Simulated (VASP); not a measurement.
# ScAl2 (R-3m) in VASP: further runs, part 2 of 2

VASP 6.6.1. The steps go on from the part before.

### 3 Single point, r2SCAN (biaxial strain in the a-b plane: +4.0 %, then relaxed in part)

File POSCAR:

```
ScAl2
1.0
    0.0000000000      3.9287587923      3.9287587923
    3.9287587923      0.0000000000      3.9287587923
    3.7851489439      3.7851489439      0.1436098484
Sc Al
2 4
Direct
    0.4991851022      0.4991851022      0.5024446934
    0.7508148978      0.7508148978      0.7475553066
    0.1250000000      0.1250000000      0.1250000000
    0.6250000000      0.1250000000      0.1250000000
    0.1250000000      0.6250000000      0.1250000000
    0.1250000000      0.1250000000      0.6250000000
```

File INCAR.step1:

```
ALGO = Normal
EDIFF = 1E-4
ENCUT = 520
GGA = PE
ISMEAR = 0
LASPH = T
LCHARG = F
LREAL = F
LWAVE = T
NBANDS = 26
NELM = 80
PREC = Accurate
SIGMA = 0.1
```

File INCAR.step2:

```
ALGO = Normal
EDIFF = 1E-7
ENCUT = 520
ISIF = 2
ISMEAR = 0
ISTART = 1
LASPH = T
LCHARG = F
LMIXTAU = T
LREAL = F
LWAVE = F
METAGGA = R2SCAN
NBANDS = 26
NELM = 80
PREC = Accurate
SIGMA = 0.1
```

File KPOINTS:

```
k-points
0
Gamma
  8 8 8
```

Potentials or basis: VASP PAW PBE potentials, release 64 (Sc_sv, Al).

The run is started by

```sh
$ cat potpaw_PBE.64/Sc_sv/POTCAR potpaw_PBE.64/Al/POTCAR > POTCAR
$ cp INCAR.step1 INCAR
$ mpirun -np 1 vasp_std > vasp.out
$ cp INCAR.step2 INCAR
$ mpirun -np 1 vasp_std > vasp.out
```

OUTCAR:

```text
EDIFF = 1E-7
   ENCUT = 520
   ISIF = 2
   ISMEAR = 0
   ISTART = 1
   LASPH = T
   LREAL = F
   METAGGA = R2SCAN
   NELM = 80
   PREC = Accurate

 ion  position               nearest neighbor table
   1  0.499  0.499  0.502-   4 3.11   5 3.11   3 3.11   4 3.22   5 3.22   3 3.22   3 3.22   4 3.22
                             5 3.22   2 3.24   6 3.25   6 3.25   6 3.25   2 3.38   2 3.38   2 3.38
   2  0.751  0.751  0.748-   4 3.11   5 3.11   3 3.11   4 3.22   5 3.22   3 3.22   3 3.22   5 3.22
                             4 3.22   1 3.24   6 3.25   6 3.25   6 3.25   1 3.38   1 3.38   1 3.38
   3  0.125  0.125  0.125-   6 2.68   6 2.68   4 2.78   5 2.78   5 2.78   4 2.78   1 3.11   2 3.11
                             1 3.22   2 3.22   1 3.22   2 3.22
[... 914 lines left out ...]
  in kB      -48.0436292    -48.0436292    -48.0436292     23.9654955    -23.9654955    -23.9654955
  external PRESSURE =     -48.0436292 kB  Pullay stress =       0.0000000 kB

 VOLUME and BASIS-vectors are now :
 -----------------------------------------------------------------------------
  energy-cutoff  :      520.00
  volume of cell :      114.63
      direct lattice vectors                 reciprocal lattice vectors
     0.000000000  3.928758792  3.928758792    -0.129727613  0.124805703  0.129727613
     3.928758792  0.000000000  3.928758792     0.124805703 -0.129727613  0.129727613
     3.785148944  3.785148944  0.143609848     0.134649523  0.134649523 -0.134649523

 POSITION                                       TOTAL-FORCE (eV/Angst)
 -----------------------------------------------------------------------------------
      3.86301      3.86301      3.99451        -0.000121     -0.000121      0.000121
      5.77938      5.77938      6.00690         0.000121      0.000121     -0.000121
      0.96424      0.96424      1.00014        -0.000000     -0.000000     -0.000000
      0.96424      2.92862      2.96452        -0.000000     -0.000000     -0.000000
      2.92862      0.96424      2.96452        -0.000000     -0.000000     -0.000000
      2.85681      2.85681      1.07195        -0.000000     -0.000000     -0.000000
 -----------------------------------------------------------------------------------
    total drift:                               -0.000000     -0.000000     -0.000000

  FREE ENERGIE OF THE ION-ELECTRON SYSTEM (eV)
  ---------------------------------------------------
  free  energy   TOTEN  =       -52.7040545098 eV

  energy  without entropy=      -52.6813725126  energy(sigma->0) =      -52.69271351
```

OSZICAR.step1:

```text
N       E                     dE             d eps       ncg     rms          rms(c)
DAV:   1     0.388804351792E+03    0.38880E+03   -0.14433E+04  3404   0.120E+03
DAV:   2    -0.220179291552E+01   -0.39101E+03   -0.38146E+03  4404   0.458E+02
DAV:   3    -0.327524320309E+02   -0.30551E+02   -0.29202E+02  5574   0.136E+02
DAV:   4    -0.337663990599E+02   -0.10140E+01   -0.96531E+00  5608   0.209E+01
DAV:   5    -0.337876704743E+02   -0.21271E-01   -0.21238E-01  5504   0.325E+00    0.955E+00
DAV:   6    -0.303259279459E+02    0.34617E+01   -0.16330E+01  5664   0.282E+01    0.295E+00
DAV:   7    -0.302875148698E+02    0.38413E-01   -0.90965E-01  5678   0.731E+00    0.181E+00
DAV:   8    -0.302385237197E+02    0.48991E-01   -0.12716E-01  5236   0.293E+00    0.503E-01
DAV:   9    -0.302356397149E+02    0.28840E-02   -0.22029E-02  5454   0.140E+00    0.174E-01
DAV:  10    -0.302354596211E+02    0.18009E-03   -0.18442E-03  5934   0.342E-01    0.639E-02
DAV:  11    -0.302354526320E+02    0.69891E-05   -0.54248E-04  4656   0.188E-01
   1 F= -.30235453E+02 E0= -.30223534E+02  d E =-.238374E-01
```

It took 6.8 min on 1 thread of AMD EPYC 9R45 (Zen 5), shared host; peak memory 0.35 GiB.

Results:

| Quantity | Value |
| --- | --- |
| Free energy | -52.7041 eV |
| Pressure | -4.8 GPa |
| Band gap on the k mesh | zero (bands 17 and 18 overlap by 2.39 eV) |

Stress tensor (GPa, compression positive):
```
-4.80  2.40 -2.40
 2.40 -4.80 -2.40
-2.40 -2.40 -4.80
```

Caveat: the cell differs from its parent crystal (biaxial strain in the a-b plane: +4.0 %, then relaxed in part); the cell stands under tension; the PAW data sets were made with another functional, which shifts forces and pressure a little.
